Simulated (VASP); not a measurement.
# PbI2 (P-3m1) in VASP: further runs, part 2 of 2

VASP 6.6.1. Earlier steps stand in the parts before.

**4. Relaxation of shape and atoms at fixed volume, PBE**

This run uses another cell than the first one, of 44.57 Å³/atom.

INCAR

```
PREC = Accurate
ENCUT = 500
EDIFF = 1E-7
ISMEAR = -1
SIGMA = 0.03
LREAL = F
LASPH = T
NELM = 120
ALGO = Normal
ISIF = 4
LWAVE = F
LCHARG = F
GGA = PE
IBRION = 2
NSW = 50
EDIFFG = -0.01
GGA_COMPAT = F
NELMIN = 4
```

KPOINTS

```
regular mesh
0
Gamma
  7 7 4
```

POSCAR

```
PbI2
1.0
    4.6126901201      0.0000000000      0.0000000000
   -2.3063450601      3.9947068238      0.0000000000
    0.0000000000      0.0000000000      7.2570292713
Pb I
1 2
Direct
    0.0000000000      0.0000000000      0.0000000000
    0.6666666667      0.3333333333      0.7409464800
    0.3333333333      0.6666666667      0.2590535200
```

Potentials or basis: VASP PAW PBE potentials, release 64 (Pb_d, I).

Launch:

```
$ cat potpaw_PBE.64/Pb_d/POTCAR potpaw_PBE.64/I/POTCAR > POTCAR
$ mpirun -np 1 vasp_std > vasp.out
```

OUTCAR:

```text
PREC = Accurate
   ENCUT = 500
   EDIFF = 1E-7
   ISMEAR = -1
   LREAL = F
   LASPH = T
   NELM = 120
   ISIF = 4
   GGA = PE
   IBRION = 2
   NSW = 50
   EDIFFG = -0.01
   NELMIN = 4

 ion  position               nearest neighbor table
   1  0.000  0.000  0.000-   2 3.26   3 3.26   2 3.26   3 3.26   2 3.26   3 3.26
   2  0.667  0.333  0.741-   1 3.26   1 3.26   1 3.26
   3  0.333  0.667  0.259-   1 3.26   1 3.26   1 3.26

  LATTYP: Found a hexagonal cell.
 ALAT       =     4.6126901201
 C/A-ratio  =     1.5732748315

  Lattice vectors:

 A1 = (   4.6126901201,   0.0000000000,   0.0000000000)
 A2 = (  -2.3063450601,   3.9947068238,   0.0000000000)
 A3 = (   0.0000000000,   0.0000000000,   7.2570292713)

Analysis of symmetry for initial positions (statically):
=====================================================================
 Subroutine PRICEL returns:
 Original cell was already a primitive cell.

 Routine SETGRP: Setting up the symmetry group for a
 hexagonal supercell.

 Subroutine GETGRP returns: Found 12 space group operations
 (whereof 12 operations were pure point group operations)
 out of a pool of 24 trial point group operations.

The static configuration has the point symmetry D_3d.

Analysis of symmetry for dynamics (positions and initial velocities):
=====================================================================
 Subroutine PRICEL returns:
 Original cell was already a primitive cell.

 Routine SETGRP: Setting up the symmetry group for a
 hexagonal supercell.

 Subroutine GETGRP returns: Found 12 space group operations
 (whereof 12 operations were pure point group operations)
 out of a pool of 24 trial point group operations.

The dynamic configuration has the point symmetry D_3d.

 Subroutine INISYM returns: Found 12 space group operations
 (whereof 12 operations are pure point group operations),
 and found     1 'primitive' translations

----------------------------------------------------------------------------------------

                                     Primitive cell

  volume of cell :     133.7205

  direct lattice vectors                    reciprocal lattice vectors
     4.612690120  0.000000000  0.000000000     0.216793232  0.125165631  0.000000000
    -2.306345060  3.994706824  0.000000000     0.000000000  0.250331262  0.000000000
     0.000000000  0.000000000  7.257029271     0.000000000  0.000000000  0.137797432

  length of vectors
     4.612690120  4.612690120  7.257029271     0.250331262  0.250331262  0.137797432

  position of ions in fractional coordinates (direct lattice)
     0.000000000  0.000000000  0.000000000
     0.666666667  0.333333333  0.740946480
     0.333333333  0.666666667  0.259053520

  ion indices of the primitive-cell ions
   primitive index   ion index
                 1           1
                 2           2
                 3           3

----------------------------------------------------------------------------------------

 KPOINTS: regular mesh

Automatic generation of k-mesh.
 Grid dimensions read from file:
 generate k-points for:    7    7    4

 Generating k-lattice:

  Cartesian coordinates                     Fractional coordinates (reciprocal lattice)
     0.030970462  0.017880804  0.000000000     0.142857143  0.000000000  0.000000000
     0.000000000  0.035761609  0.000000000     0.000000000  0.142857143  0.000000000
     0.000000000  0.000000000  0.034449358     0.000000000  0.000000000  0.250000000
[... 43 lines left out ...]
   dimension x,y,z NGXF=    72 NGYF=   72 NGZF=  108
   ions per type =               1   2
   NGX,Y,Z   is equivalent  to a cutoff of  12.97, 12.97, 12.37 a.u.
   NGXF,Y,Z  is equivalent  to a cutoff of  25.95, 25.95, 24.74 a.u.
 SYSTEM =  unknown system
   PREC   = accura    normal or accurate (medium, high low for compatibility)
   ISTART =      0    job   : 0-new  1-cont  2-samecut
   ICHARG =      2    charge: 1-file 2-atom 10-const
   ISPIN  =      1    spin polarized calculation?
   LNONCOLLINEAR =      F non collinear calculations
   LSORBIT =      F    spin-orbit coupling
   LASPH  =      T    aspherical Exc in radial PAW
   ENCUT  =  500.0 eV  36.75 Ry    6.06 a.u.   8.41  8.41 13.23*2*pi/ulx,y,z
   NELM   =    120;   NELMIN=  4; NELMDL= -5     # of ELM steps
   EDIFF  = 0.1E-06   stopping-criterion for ELM
   LREAL  =      F    real-space projection
   EDIFFG = -.1E-01   stopping-criterion for IOM
   NSW    =     50    number of steps for IOM
   IBRION =      2    ionic relax: 0-MD 1-quasi-New 2-CG
   NFREE  =      1    steps in history (QN), initial steepest desc. (CG)
   ISIF   =      4    stress and relaxation
   ISYM   =      2    0-nonsym 1-usesym 2-fastsym
   POTIM  = 0.5000    time-step for ionic-motion
   TEBEG  =    0.0;   TEEND  =   0.0 temperature during run
   PSTRESS=    0.0 pullay stress
   NELECT =      28.0000    total number of electrons
   NUPDOWN=      -1.0000    fix difference up-down
   EMIN   =  10.00;   EMAX   =-10.00  energy-range for DOS
   EFERMI =   0.00;   METHOD = LEGACY
   ISMEAR =    -1;   SIGMA  =   0.03  broadening in eV -4-tet -1-fermi 0-gaus
   EFERMI_NEDOS =   21; number of points for ismear=-14 and -15
   IALGO  =     38    algorithm
   IMIX   =      4    mixing-type and parameters
     AMIX     =   0.40;   BMIX     =  1.00
     AMIX_MAG =   1.60;   BMIX_MAG =  1.00
  volume/ion in A,a.u.               =      44.57       300.80
  Fermi-wavevector in a.u.,A,eV,Ry     =   0.972139  1.837075 12.858231  0.945053
  Thomas-Fermi vector in A             =   2.102413
   LORBIT       =      0    0 simple, 1 ext, 2 COOP (PROOUT), +10 PAW based schemes
   GGA     = PE    functional components
   LHFCALC =     F    Hartree Fock is set to
   AEXX    =    0.0000 exact exchange contribution
   IVDW    =     0    specifies the selected vdW correction
   LEPSILON=     F    determine dielectric tensor
   LRPA    =     F    only Hartree local field effects (RPA)
 conjugate gradient relaxation of ions
 non-spin polarized calculation
  energy-cutoff  :      500.00
  volume of cell :      133.72
 maximum number of plane-waves:      3446
 NGX is ok and might be reduce to    36
   NGX = 17   NGY = 17   NGZ = 27

--------------------------------------- Ionic step        1  -------------------------------------------

 number of electron      28.0000000 magnetization

 Free energy of the ion-electron system (eV)
  ---------------------------------------------------
  ext. energy  EPLUGINS =         0.00000000
  ---------------------------------------------------
  free energy    TOTEN  =        -8.60382333 eV

  energy without entropy =       -8.60382333  energy(sigma->0) =       -8.60382333

------------------------ aborting loop because EDIFF is reached ----------------------------------------

  FORCE on cell =-STRESS in cart. coord.  units (eV):
  Direction    XX          YY          ZZ          XY          YZ          ZX
  --------------------------------------------------------------------------------------
  -------------------------------------------------------------------------------------
  Total        0.4530060      0.4530060      0.3826992     -0.0000000     -0.0000000      0.0000000
  in kB        5.4277078      5.4277078      4.5853242     -0.0000000     -0.0000000      0.0000000
  external PRESSURE =       5.1469132 kB  Pullay stress =       0.0000000 kB
[... 61 lines left out ...]
--------------------------------------- Ionic step        3  -------------------------------------------

 number of electron      28.0000000 magnetization

 Free energy of the ion-electron system (eV)
  ---------------------------------------------------
  ext. energy  EPLUGINS =         0.00000000
  ---------------------------------------------------
  free energy    TOTEN  =        -8.60393567 eV

  energy without entropy =       -8.60393567  energy(sigma->0) =       -8.60393567

 E-fermi :   2.6095     XC(G=0):  -7.8329

 val. band max:        1.9742860585   @ k =   0.0000   0.0000   0.5000
 cond. band min:       4.3033849428   @ k =   0.0000   0.0000   0.5000
 fundamental gap:      2.3290988843
 Fermi energy:         2.6094898966

 k-point     1 :       0.0000    0.0000    0.0000
  band No.  band energies     occupation
      1     -14.0570      2.00000
      2     -14.0570      2.00000
      3     -14.0473      2.00000
      4     -14.0403      2.00000
      5     -14.0403      2.00000
      6      -9.9121      2.00000
[... 481 lines left out ...]
      5     -14.0307      2.00000
      6      -9.3281      2.00000
[... 10 lines left out ...]
     17       6.0725      0.00000
     18       7.9120      0.00000

 [... further k-points ...]

------------------------ aborting loop because EDIFF is reached ----------------------------------------

  FORCE on cell =-STRESS in cart. coord.  units (eV):
  Direction    XX          YY          ZZ          XY          YZ          ZX
  --------------------------------------------------------------------------------------
  -------------------------------------------------------------------------------------
  Total        0.4476590      0.4476590      0.4068111     -0.0000000      0.0000000      0.0000000
  in kB        5.3636429      5.3636429      4.8742224     -0.0000000      0.0000000      0.0000000
  external PRESSURE =       5.2005027 kB  Pullay stress =       0.0000000 kB
[... 18 lines left out ...]
  FREE ENERGIE OF THE ION-ELECTRON SYSTEM (eV)
  ---------------------------------------------------
  free  energy   TOTEN  =        -8.6039356737 eV

  energy  without entropy=       -8.6039356737  energy(sigma->0) =       -8.60393567

 reached required accuracy - stopping structural energy minimisation
```

CONTCAR:

```text
PbI2
   1.00000000000000
     4.6173027035555068   -0.0000000000011149    0.0000000000000000
    -2.3086513518287686    3.9987014382504156    0.0000000000000000
     0.0000000000000000   -0.0000000000000000    7.2425372894733684
  Pb              I
     1     2
Direct
     0.0000000000000000    0.0000000000000000    0.0000000000000000
     0.6666666667000030    0.3333333332999970    0.7409980315220476
     0.3333333332999970    0.6666666667000030    0.2590019684779524

  0.00000000E+00  0.00000000E+00  0.00000000E+00
  0.00000000E+00  0.00000000E+00  0.00000000E+00
  0.00000000E+00  0.00000000E+00  0.00000000E+00
```

Wall time 2 min (1 thread of Oxide Virtual Turin-like, shared host); peak memory 0.25 GiB.

What came out:

```yaml
Free_energy: -8.6039 eV
Energy_gained_by_relaxing: 0.0 meV/atom
Ionic_steps: 3
Pressure_after_relaxing: 0.5 GPa
Band_gap_on_the_k_mesh: 2.33 eV
```

The path:
| step | energy change (eV) | largest force (eV/Å) | pressure (GPa) | volume (Å³) |
| --- | --- | --- | --- | --- |
| 1 | 0.0000 | 0.0029 | 0.51 | 133.72 |
| 2 | 0.0000 | 0.0012 | 0.52 | 133.72 |
| 3 | -0.0001 | 0.0013 | 0.52 | 133.72 |

Final structure:
```
Pb I
1.0
     4.61730    0.00000    0.00000
    -2.30865    3.99870    0.00000
     0.00000    0.00000    7.24254
Pb I
1 2
Cartesian
  0.0000 0.0000 0.0000
  2.3087 1.3329 5.3667
  0.0000 2.6658 1.8758
```

Levels at points of the mesh, in eV from the valence-band top:
| k point | band 10 | band 11 | band 12 | band 13 | band 14 | band 15 | band 16 | band 17 | band 18 |
| --- | --- | --- | --- | --- | --- | --- | --- | --- | --- |
| (0.00, 0.00, 0.00) | -0.85 | -0.85 | -0.73 | -0.73 | -0.62 | 2.55 | 3.41 | 3.41 | 6.31 |
| (0.00, 0.00, 0.50) | -0.94 | -0.94 | -0.60 | -0.60 | 0.00 | 2.33 | 3.28 | 3.28 | 6.62 |

Caveat: spin-orbit coupling is left out, which moves the levels of the heavy elements; this functional lacks dispersion, which binds layers or chains, so the pressure and a relaxed spacing across them are unreliable. A k mesh can miss the band edges.

**5. Overview**

| cell | gap on the mesh (eV) | pressure (GPa) | largest force (eV/Å) |
| --- | --- | --- | --- |
| relaxed from a = 4.282, b = 4.282, c = 6.737 Å, angles 90.0, 90.0, 120.0°, 3 atoms | 1.90 | 5.5 | 0.01 |
| relaxed from a = 4.369, b = 4.369, c = 6.874 Å, angles 90.0, 90.0, 120.0°, 3 atoms | 2.00 | 3.5 | 0.01 |
| relaxed from a = 4.613, b = 4.613, c = 7.257 Å, angles 90.0, 90.0, 120.0°, 3 atoms | 2.33 | 0.5 | - |

Alike in all rows: task relaxation of shape and atoms at fixed volume; level PBE; potentials or basis VASP PAW PBE potentials, release 64 (Pb_d, I); no spin polarisation; k mesh 7 × 7 × 4; cutoff (eV) 500; smearing fermi-dirac 0.03 eV.

Caveats: spin-orbit coupling is left out, which moves the levels of the heavy elements; this functional lacks dispersion, which binds layers or chains, so the pressure and a relaxed spacing across them are unreliable (at least some runs).

Absolute energies hang on the potentials; compare differences alone.
